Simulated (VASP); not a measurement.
# F (C2/m) in VASP: notebook, part 2 of 2

VASP 6.6.1. The steps go on from the part before.

### Step 6. Single point, PBEsol

Contents of INCAR:

```
SYSTEM = F
PREC = Accurate ; ENCUT = 520
EDIFF = 1E-6 ; ISMEAR = 0
SIGMA = 0.05 ; LREAL = .FALSE.
LASPH = .TRUE. ; NELM = 100
ALGO = Normal ; ISIF = 2
LWAVE = .FALSE. ; LCHARG = .FALSE.
GGA = PS ; NBANDS = 22
```

Contents of KPOINTS:

```
Automatic mesh
0
G
  4 4 2
  0 0 0
```

Contents of POSCAR:

```
F
1.0
    3.1004838602     -1.7819543364     -0.2391360627
    3.1004838602      1.7819543364     -0.2391360627
   -2.3313270155      0.0000000000      7.1362390124
F
4
Direct
    0.0848459664      0.0848459664      0.1019959513
    0.9151540336      0.9151540336      0.8980040487
    0.5015719855      0.5015719855      0.5937195244
    0.4984280145      0.4984280145      0.4062804756
```

Potentials or basis: VASP PAW PBE potentials, release 64 (F).

On the command line:

```bash
> cat potpaw_PBE.64/F/POTCAR > POTCAR
> mpirun -np 1 vasp_std > vasp.out
```

OUTCAR:

```text
SYSTEM = F
   PREC = Accurate
   ENCUT = 520
   EDIFF = 1E-6
   ISMEAR = 0
   LREAL = .FALSE.
   LASPH = .TRUE.
   NELM = 100
   ISIF = 2
   GGA = PS

 ion  position               nearest neighbor table
   1  0.085  0.085  0.102-   2 1.49
   2  0.915  0.915  0.898-   1 1.49
   3  0.502  0.502  0.594-   4 1.40
   4  0.498  0.498  0.406-   3 1.40

  LATTYP: Found a base centered monoclinic cell.
 ALAT       =     6.2193846074
 B/A-ratio  =     0.5730323654
 C/A-ratio  =     1.2070962569
 COS(beta)  =    -0.3827161857

  Lattice vectors:

 A1 = (   3.1004838602,  -1.7819543364,  -0.2391360627)
 A2 = (   3.1004838602,   1.7819543364,  -0.2391360627)
 A3 = (  -2.3313270155,   0.0000000000,   7.1362390124)

Analysis of symmetry for initial positions (statically):
=====================================================================
 Subroutine PRICEL returns:
 Original cell was already a primitive cell.

 Routine SETGRP: Setting up the symmetry group for a
[... 158 lines left out ...]
  free energy    TOTEN  =        -7.70832784 eV

  energy without entropy =       -7.70832784  energy(sigma->0) =       -7.70832784

 E-fermi :  -5.7018     XC(G=0):  -6.7895

 val. band max:       -5.9444980107   @ k =   0.5000   0.5000  -0.0000
 cond. band min:      -3.6943388170   @ k =   0.0000   0.0000   0.0000
 fundamental gap:      2.2501591937
 Fermi energy:        -5.7017818034

 k-point     1 :       0.0000    0.0000    0.0000
  band No.  band energies     occupation
      1     -30.9933      2.00000
      2     -29.6097      2.00000
      3     -24.6137      2.00000
      4     -24.2371      2.00000
      5     -12.4290      2.00000
      6     -11.5605      2.00000
[... 339 lines left out ...]
     21       9.0960      0.00000
     22       9.2593      0.00000

------------------------ aborting loop because EDIFF is reached ----------------------------------------

  FORCE on cell =-STRESS in cart. coord.  units (eV):
  Direction    XX          YY          ZZ          XY          YZ          ZX
  --------------------------------------------------------------------------------------
  -------------------------------------------------------------------------------------
  Total       -0.7237245     -0.2512935     -2.4516604      0.0000000      0.0000000     -1.3406707
  in kB      -15.0848699     -5.2378082    -51.1009085      0.0000000      0.0000000    -27.9441198
  external PRESSURE =     -23.8078622 kB  Pullay stress =       0.0000000 kB

 VOLUME and BASIS-vectors are now :
 -----------------------------------------------------------------------------
  energy-cutoff  :      520.00
  volume of cell :       76.87
      direct lattice vectors                 reciprocal lattice vectors
     3.100483860 -1.781954336 -0.239136063     0.165433587 -0.280590804  0.054045246
     3.100483860  1.781954336 -0.239136063     0.165433587  0.280590804  0.054045246
    -2.331327015  0.000000000  7.136239012     0.011087391  0.000000000  0.143751959

 POSITION                                       TOTAL-FORCE (eV/Angst)
 -----------------------------------------------------------------------------------
      0.28834      0.00000      0.68729        -0.793599      0.000000     -1.964902
      3.58130      0.00000      5.97068         0.793599      0.000000      1.964902
      1.72608      0.00000      3.99704        -0.100863      0.000000      0.417102
      2.14356      0.00000      2.66093         0.100863      0.000000     -0.417102
 -----------------------------------------------------------------------------------
    total drift:                                0.000000      0.000000     -0.000000

  FREE ENERGIE OF THE ION-ELECTRON SYSTEM (eV)
  ---------------------------------------------------
  free  energy   TOTEN  =        -7.7083278378 eV

  energy  without entropy=       -7.7083278378  energy(sigma->0) =       -7.70832784
```

OSZICAR:

```text
N       E                     dE             d eps       ncg     rms          rms(c)
DAV:   1     0.186560445093E+03    0.18656E+03   -0.15132E+04   616   0.116E+03
DAV:   2     0.556340215436E+00   -0.18600E+03   -0.17943E+03   896   0.284E+02
DAV:   3    -0.935866553528E+01   -0.99150E+01   -0.98622E+01   706   0.653E+01
DAV:   4    -0.942210442169E+01   -0.63439E-01   -0.63436E-01   658   0.609E+00
DAV:   5    -0.942249892738E+01   -0.39451E-03   -0.39449E-03   718   0.458E-01    0.111E+01
DAV:   6    -0.815423951450E+01    0.12683E+01   -0.43211E-01   634   0.653E+00    0.627E+00
DAV:   7    -0.771052181601E+01    0.44372E+00   -0.58852E-01   634   0.716E+00    0.660E-01
DAV:   8    -0.770826665108E+01    0.22552E-02   -0.74219E-02   688   0.197E+00    0.119E-01
DAV:   9    -0.770828947950E+01   -0.22828E-04   -0.10082E-03   676   0.251E-01    0.682E-02
DAV:  10    -0.770834564621E+01   -0.56167E-04   -0.33433E-04   676   0.147E-01    0.272E-02
DAV:  11    -0.770832984143E+01    0.15805E-04   -0.55301E-05   724   0.769E-02    0.860E-03
DAV:  12    -0.770832779290E+01    0.20485E-05   -0.79137E-06   640   0.270E-02    0.599E-03
DAV:  13    -0.770832783782E+01   -0.44925E-07   -0.33935E-06   658   0.158E-02
   1 F= -.77083278E+01 E0= -.77083278E+01  d E =-.514458E-13
```

It took 13 s on 1 thread of Intel Xeon Platinum 8488C (Sapphire Rapids), shared host; peak memory 0.18 GiB.

Results:

```
Free energy            : -7.7083 eV
Pressure               : -2.4 GPa
Largest force          : 2.119 eV/Å
Band gap on the k mesh : 2.25 eV, indirect (least direct gap 2.35 eV)
```

Forces on the atoms (eV/Å):
```
F   -0.794  0.000 -1.965
F    0.794  0.000  1.965
F   -0.101  0.000  0.417
F    0.101  0.000 -0.417
```

Stress tensor (GPa, compression positive):
```
-1.51  0.00 -2.79
 0.00 -0.52  0.00
-2.79  0.00 -5.11
```

Levels at points of the mesh, in eV from the valence-band top:
```csv
k point,band 10,band 11,band 12,band 13,band 14,band 15,band 16,band 17,band 18,band 19
"(0.00, 0.00, 0.00)",-2.83,-0.34,-0.17,-0.10,-0.10,2.25,3.54,8.78,11.22,12.20
"(0.50, 0.00, 0.00)",-2.92,-0.39,-0.31,-0.24,-0.23,2.44,3.49,12.65,12.87,14.32
"(0.50, 0.50, 0.00)",-2.92,-0.38,-0.30,-0.18,0.00,2.40,3.47,12.95,13.15,13.45
"(0.00, 0.00, 0.50)",-2.83,-0.24,-0.23,-0.17,-0.10,2.36,3.40,9.55,9.68,14.82
"(0.50, 0.00, 0.50)",-2.91,-0.49,-0.36,-0.19,-0.06,2.39,3.51,12.61,13.44,13.62
"(0.50, 0.50, 0.50)",-2.94,-0.36,-0.32,-0.19,-0.11,2.44,3.49,12.60,12.74,14.90
```

Caveat: the k points lie up to 0.52 Å⁻¹ apart; the PAW data sets were made with another functional, which shifts forces and pressure a little. A k mesh can miss the band edges.
